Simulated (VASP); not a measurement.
# Hg (P6_3/mmc) in VASP: notebook

Runs on Hg. Level: PBEsol+D3(BJ). Tasks: single point.

Program: VASP 6.6.1. These are calculated values, not measurements. Logs are shortened: lines on timing, memory, paths and dates and some standing lists are left out, and cuts for length are marked.

### 1 The cell of the first run

It takes space group P6_3/mmc (No. 194, hexagonal). Conventional cell: a = 3.197 Å, b = 3.197 Å, c = 4.922 Å, α = 90.00°, β = 90.00°, γ = 120.00°. Hg (site symmetry -6m2) has 12 Hg at 3.08 to 3.20 Å within 4.0 Å.

### 2 Single point, PBEsol+D3(BJ) (21.78 Å³/atom)

File INCAR:

```
SYSTEM = Hg
PREC = Accurate
ENCUT = 520
EDIFF = 1E-6
ISMEAR = 0
SIGMA = 0.15
LREAL = .False.
LASPH = .True.
NELM = 80
ALGO = Fast
ISIF = 2
LWAVE = .False.
LCHARG = .False.
GGA = PS
IVDW = 12
NBANDS = 19
```

File KPOINTS:

```
Automatic mesh
0
Gamma
  18 18 10
  0 0 0
```

File POSCAR:

```
Hg
1.0
    3.1965226810      0.0000000000      0.0000000000
   -1.5982613405      2.7682698455      0.0000000000
    0.0000000000      0.0000000000      4.9220056242
Hg
2
Direct
    0.6666666667      0.3333333333      0.7500000000
    0.3333333333      0.6666666667      0.2500000000
```

Potentials or basis: VASP PAW PBE potentials, release 64 (Hg).

The run is started by

```sh
> cat potpaw_PBE.64/Hg/POTCAR > POTCAR
> mpirun -np 1 vasp_std > vasp.out
```

OUTCAR:

```text
SYSTEM = Hg
   PREC = Accurate
   ENCUT = 520
   EDIFF = 1E-6
   ISMEAR = 0
   LREAL = .False.
   LASPH = .True.
   NELM = 80
   ISIF = 2
   GGA = PS
   IVDW = 12
 IVDW          = 12

 ion  position               nearest neighbor table
   1  0.667  0.333  0.750-   2 3.08   2 3.08   2 3.08   2 3.08   2 3.08   2 3.08
   2  0.333  0.667  0.250-   1 3.08   1 3.08   1 3.08   1 3.08   1 3.08   1 3.08

  LATTYP: Found a hexagonal cell.
 ALAT       =     3.1965226810
 C/A-ratio  =     1.5398000000

  Lattice vectors:

 A1 = (   3.1965226810,   0.0000000000,   0.0000000000)
 A2 = (  -1.5982613405,   2.7682698455,   0.0000000000)
 A3 = (   0.0000000000,   0.0000000000,   4.9220056242)

Analysis of symmetry for initial positions (statically):
=====================================================================
 Subroutine PRICEL returns:
 Original cell was already a primitive cell.

 Routine SETGRP: Setting up the symmetry group for a
 hexagonal supercell.

 Subroutine GETGRP returns: Found 24 space group operations
 (whereof 12 operations were pure point group operations)
 out of a pool of 24 trial point group operations.

The static configuration has the point symmetry D_3d.
 The point group associated with its full space group is D_6h.

Analysis of symmetry for dynamics (positions and initial velocities):
=====================================================================
 Subroutine PRICEL returns:
 Original cell was already a primitive cell.

 Routine SETGRP: Setting up the symmetry group for a
 hexagonal supercell.

 Subroutine GETGRP returns: Found 24 space group operations
 (whereof 12 operations were pure point group operations)
 out of a pool of 24 trial point group operations.

The dynamic configuration has the point symmetry D_3d.
 The point group associated with its full space group is D_6h.

 Subroutine INISYM returns: Found 24 space group operations
 (whereof 12 operations are pure point group operations),
 and found     1 'primitive' translations

----------------------------------------------------------------------------------------

                                     Primitive cell

  volume of cell :      43.5540

  direct lattice vectors                    reciprocal lattice vectors
     3.196522681  0.000000000  0.000000000     0.312839951  0.180618230  0.000000000
    -1.598261340  2.768269845  0.000000000     0.000000000  0.361236460  0.000000000
     0.000000000  0.000000000  4.922005624     0.000000000  0.000000000  0.203169211

  length of vectors
     3.196522681  3.196522681  4.922005624     0.361236460  0.361236460  0.203169211

  position of ions in fractional coordinates (direct lattice)
     0.666666667  0.333333333  0.750000000
     0.333333333  0.666666667  0.250000000

  ion indices of the primitive-cell ions
   primitive index   ion index
                 1           1
                 2           2

----------------------------------------------------------------------------------------

 KPOINTS: Automatic mesh

Automatic generation of k-mesh.
 Grid dimensions read from file:
 generate k-points for:   18   18   10

 Generating k-lattice:

  Cartesian coordinates                     Fractional coordinates (reciprocal lattice)
     0.017379997  0.010034346  0.000000000     0.055555556 -0.000000000  0.000000000
     0.000000000  0.020068692  0.000000000     0.000000000  0.055555556  0.000000000
     0.000000000  0.000000000  0.020316921     0.000000000  0.000000000  0.100000000

  Length of vectors
     0.020068692  0.020068692  0.020316921

  Shift w.r.t. Gamma in fractional coordinates (k-lattice)
     0.000000000  0.000000000  0.000000000

 Subroutine IBZKPT returns following result:
 ===========================================

 Found    222 irreducible k-points:

 Following reciprocal coordinates:
            Coordinates               Weight
  0.000000  0.000000  0.000000      1.000000
  0.055556 -0.000000  0.000000      6.000000
  0.111111 -0.000000  0.000000      6.000000
  0.166667 -0.000000  0.000000      6.000000
  0.222222 -0.000000  0.000000      6.000000
  0.277778 -0.000000  0.000000      6.000000
[... 16 lines left out ...]
  0.333333  0.111111  0.000000     12.000000
  0.388889  0.111111  0.000000     12.000000
 [... further k-points ...]
   k-points           NKPTS =    222   k-points in BZ     NKDIM =    222   number of bands    NBANDS=     19
   number of dos      NEDOS =    301   number of ions     NIONS =      2
   total plane-waves  NPLWV =  23040
   dimension x,y,z NGX =    24 NGY =   24 NGZ =   40
   dimension x,y,z NGXF=    48 NGYF=   48 NGZF=   80
   ions per type =               2
   NGX,Y,Z   is equivalent  to a cutoff of  12.48, 12.48, 13.51 a.u.
   NGXF,Y,Z  is equivalent  to a cutoff of  24.96, 24.96, 27.02 a.u.
 SYSTEM =  Hg
   PREC   = accura    normal or accurate (medium, high low for compatibility)
   ISTART =      0    job   : 0-new  1-cont  2-samecut
   ICHARG =      2    charge: 1-file 2-atom 10-const
   ISPIN  =      1    spin polarized calculation?
   LNONCOLLINEAR =      F non collinear calculations
   LSORBIT =      F    spin-orbit coupling
   LASPH  =      T    aspherical Exc in radial PAW
   ENCUT  =  520.0 eV  38.22 Ry    6.18 a.u.   5.94  5.94  9.15*2*pi/ulx,y,z
   NELM   =     80;   NELMIN=  2; NELMDL= -5     # of ELM steps
   EDIFF  = 0.1E-05   stopping-criterion for ELM
   LREAL  =      F    real-space projection
   EDIFFG = 0.1E-04   stopping-criterion for IOM
   NSW    =      0    number of steps for IOM
   IBRION =     -1    ionic relax: 0-MD 1-quasi-New 2-CG
   NFREE  =      0    steps in history (QN), initial steepest desc. (CG)
   ISIF   =      2    stress and relaxation
   ISYM   =      2    0-nonsym 1-usesym 2-fastsym
   POTIM  = 0.5000    time-step for ionic-motion
   TEBEG  =    0.0;   TEEND  =   0.0 temperature during run
   PSTRESS=    0.0 pullay stress
   NELECT =      24.0000    total number of electrons
   NUPDOWN=      -1.0000    fix difference up-down
   EMIN   =  10.00;   EMAX   =-10.00  energy-range for DOS
   EFERMI =   0.00;   METHOD = LEGACY
   ISMEAR =     0;   SIGMA  =   0.15  broadening in eV -4-tet -1-fermi 0-gaus
   EFERMI_NEDOS =   21; number of points for ismear=-14 and -15
   IALGO  =     68    algorithm
   IMIX   =      4    mixing-type and parameters
     AMIX     =   0.40;   BMIX     =  1.00
     AMIX_MAG =   1.60;   BMIX_MAG =  1.00
  volume/ion in A,a.u.               =      21.78       146.96
  Fermi-wavevector in a.u.,A,eV,Ry     =   1.342154  2.536304 24.509241  1.801378
  Thomas-Fermi vector in A             =   2.470331
   LORBIT       =      0    0 simple, 1 ext, 2 COOP (PROOUT), +10 PAW based schemes
   GGA     = PS    functional components
   LHFCALC =     F    Hartree Fock is set to
   AEXX    =    0.0000 exact exchange contribution
   IVDW    =    12    specifies the selected vdW correction
   LEPSILON=     F    determine dielectric tensor
   LRPA    =     F    only Hartree local field effects (RPA)
 non-spin polarized calculation
 RMM-DIIS sequential band-by-band and
 Gauss-broadening in eV      SIGMA  =   0.15
  energy-cutoff  :      520.00
  volume of cell :       43.55
 maximum number of plane-waves:      1191
 NGX is ok and might be reduce to    24
   NGX = 11   NGY = 11   NGZ = 19

 number of electron      24.0000000 magnetization

 Free energy of the ion-electron system (eV)
  ---------------------------------------------------
  ext. energy  EPLUGINS =         0.00000000
  ---------------------------------------------------
  free energy    TOTEN  =        -1.03834010 eV

  energy without entropy =       -1.02988071  energy(sigma->0) =       -1.03411040

 E-fermi :   3.1864     XC(G=0): -11.4966

 val. band max:        3.1789978216   @ k =   0.3333   0.1111   0.1000
 cond. band min:       3.1872740910   @ k =   0.3333   0.0556   0.1000
 fundamental gap:      0.0082762694
 Fermi energy:         3.1864423422

 k-point     1 :       0.0000    0.0000    0.0000
  band No.  band energies     occupation
      1      -6.5723      2.00000
      2      -5.1796      2.00000
      3      -3.9464      2.00000
      4      -3.9464      2.00000
      5      -3.8487      2.00000
      6      -3.7467      2.00000
[... 11 lines left out ...]
     18      18.3651      0.00000
     19      18.3686      0.00000

 k-point     2 :       0.0556   -0.0000    0.0000
  band No.  band energies     occupation
      1      -6.5015      2.00000
      2      -5.1414      2.00000
      3      -4.0075      2.00000
      4      -3.9141      2.00000
      5      -3.7866      2.00000
      6      -3.7546      2.00000
[... 11 lines left out ...]
     18      18.7949      0.00000
     19      18.8669      0.00000

 k-point     3 :       0.1111   -0.0000    0.0000
  band No.  band energies     occupation
      1      -6.2944      2.00000
      2      -5.0379      2.00000
      3      -4.0968      2.00000
      4      -3.8200      2.00000
      5      -3.7968      2.00000
      6      -3.7829      2.00000
[... 11 lines left out ...]
     18      18.6870      0.00000
     19      18.9241      0.00000

 k-point     4 :       0.1667   -0.0000    0.0000
  band No.  band energies     occupation
      1      -5.9705      2.00000
      2      -4.9079      2.00000
      3      -4.1613      2.00000
      4      -3.9288      2.00000
      5      -3.8474      2.00000
      6      -3.8058      2.00000
[... 407 lines left out ...]
     18      15.5241      0.00000
     19      15.8472      0.00000

 k-point    23 :       0.3333    0.1111    0.0000
  band No.  band energies     occupation
      1      -4.8735      2.00000
      2      -4.8041      2.00000
      3      -4.6863      2.00000
      4      -4.1399      2.00000
      5      -3.6398      2.00000
      6      -3.6005      2.00000
[... 11 lines left out ...]
     18      15.0478      0.00000
     19      15.5049      0.00000

 k-point    24 :       0.3889    0.1111    0.0000
  band No.  band energies     occupation
      1      -4.9240      2.00000
      2      -4.7910      2.00000
      3      -4.7734      2.00000
      4      -4.1635      2.00000
      5      -3.6406      2.00000
      6      -3.5169      2.00000
[... 11 lines left out ...]
     18      14.7436      0.00000
     19      15.2971      0.00000

 [... further k-points ...]

------------------------ aborting loop because EDIFF is reached ----------------------------------------

 Edisp (eV)   -0.91930

 E8    (eV) :    -0.6238

  FORCE on cell =-STRESS in cart. coord.  units (eV):
  Direction    XX          YY          ZZ          XY          YZ          ZX
  --------------------------------------------------------------------------------------
  -------------------------------------------------------------------------------------
  Total       0.19446     0.19446     0.29881     0.00000     0.00000    -0.00000
  in kB       7.15348     7.15348    10.99213     0.00000     0.00000    -0.00000
  external pressure =        8.43 kB  Pullay stress =        0.00 kB

 VOLUME and BASIS-vectors are now :
 -----------------------------------------------------------------------------
  energy-cutoff  :      520.00
  volume of cell :       43.55
      direct lattice vectors                 reciprocal lattice vectors
     3.196522681  0.000000000  0.000000000     0.312839951  0.180618230  0.000000000
    -1.598261340  2.768269845  0.000000000     0.000000000  0.361236460  0.000000000
     0.000000000  0.000000000  4.922005624     0.000000000  0.000000000  0.203169211

 POSITION                                       TOTAL-FORCE (eV/Angst)
 -----------------------------------------------------------------------------------
      1.59826      0.92276      3.69150         0.000000     -0.000000      0.000000
     -0.00000      1.84551      1.23050        -0.000000      0.000000      0.000000
 -----------------------------------------------------------------------------------
    total drift:                               -0.000000      0.000000     -0.000000

  FREE ENERGIE OF THE ION-ELECTRON SYSTEM (eV)
  ---------------------------------------------------
  free  energy   TOTEN  =        -1.9576407607 eV

  energy  without entropy=       -1.9491813719  energy(sigma->0) =       -1.95341107
```

Wall time 2.2 min (1 thread of Intel Xeon 8259CL, shared host); peak memory 0.28 GiB.

Results:

```yaml
Free_energy: -1.9576 eV
Pressure: 0.8 GPa
Band_gap_on_the_k_mesh: zero (bands 12 and 13 overlap by 1.14 eV)
Dispersion_energy_per_atom: -0.460 eV
```

Stress tensor (GPa, compression positive):
```
0.72 0.00 0.00
0.00 0.72 0.00
0.00 0.00 1.10
```

Levels at points of the mesh, in eV from the Fermi level:
```
           k point  band 10  band 11  band 12  band 13  band 14  band 15
(0.00, 0.00, 0.00)    -5.91    -5.91    -1.66    -0.70    12.44    12.44
(0.50, 0.00, 0.00)    -5.71    -2.68    -2.65     3.45     3.50     4.31
(0.00, 0.00, 0.50)    -6.17    -6.17    -6.17     8.19     8.19    13.03
(0.50, 0.00, 0.50)    -5.86    -1.59    -1.59    -0.29    -0.29     9.26
```

Caveat: the PAW data sets were made with another functional, which shifts forces and pressure a little; spin-orbit coupling is left out, which moves the levels of the heavy elements.

### 3 Single point, PBEsol+D3(BJ) (21.78 Å³/atom)

File INCAR:

```
SYSTEM = Hg
PREC = Accurate ; ENCUT = 520
EDIFF = 1E-6 ; ISMEAR = 0
SIGMA = 0.15 ; LREAL = .False.
LASPH = .True. ; NELM = 80
ALGO = Fast ; ISIF = 2
LWAVE = .False. ; LCHARG = .True.
GGA = PS ; IVDW = 12
LELF = .True. ; LVHAR = .True.
NBANDS = 19
```

KPOINTS is that of step 2.

File POSCAR:

```
Hg
1.0
    3.2179110721      0.0000000000      0.0000000000
   -1.6089555361      2.7867927356      0.0000000000
    0.0000000000      0.0000000000      4.8567931811
Hg
2
Direct
    0.6666666667      0.3333333333      0.7500000000
    0.3333333333      0.6666666667      0.2500000000
```

Potentials or basis: VASP PAW PBE potentials, release 64 (Hg).

The run is started by

```sh
> cat potpaw_PBE.64/Hg/POTCAR > POTCAR
> mpirun -np 1 vasp_std > vasp.out
```

It took 1.9 min on 1 thread of Intel Xeon 8259CL, shared host; peak memory 0.28 GiB.

Results (log left out):

```yaml
Free_energy: -1.9565 eV
Pressure: 0.9 GPa
Band_gap_on_the_k_mesh: zero (bands 12 and 13 overlap by 1.03 eV)
Dispersion_energy_per_atom: -0.460 eV
```

Stress tensor (GPa, compression positive):
```
0.88 0.00 0.00
0.00 0.88 0.00
0.00 0.00 1.03
```

Levels at points of the mesh, in eV from the Fermi level:
```tsv
k point	band 9	band 10	band 11	band 12	band 13	band 14	band 15	band 16
(0.00, 0.00, 0.00)	-6.93	-5.92	-5.92	-1.55	-0.46	12.14	12.14	12.63
(0.50, 0.00, 0.00)	-5.85	-5.69	-2.78	-2.77	3.58	3.67	4.37	6.35
(0.00, 0.00, 0.50)	-6.17	-6.17	-6.17	-6.17	8.60	8.60	12.87	12.87
(0.50, 0.00, 0.50)	-5.90	-5.90	-1.65	-1.65	-0.30	-0.30	9.14	9.14
```

Caveat: the PAW data sets were made with another functional, which shifts forces and pressure a little; spin-orbit coupling is left out, which moves the levels of the heavy elements.

[end of part 1 of 2]
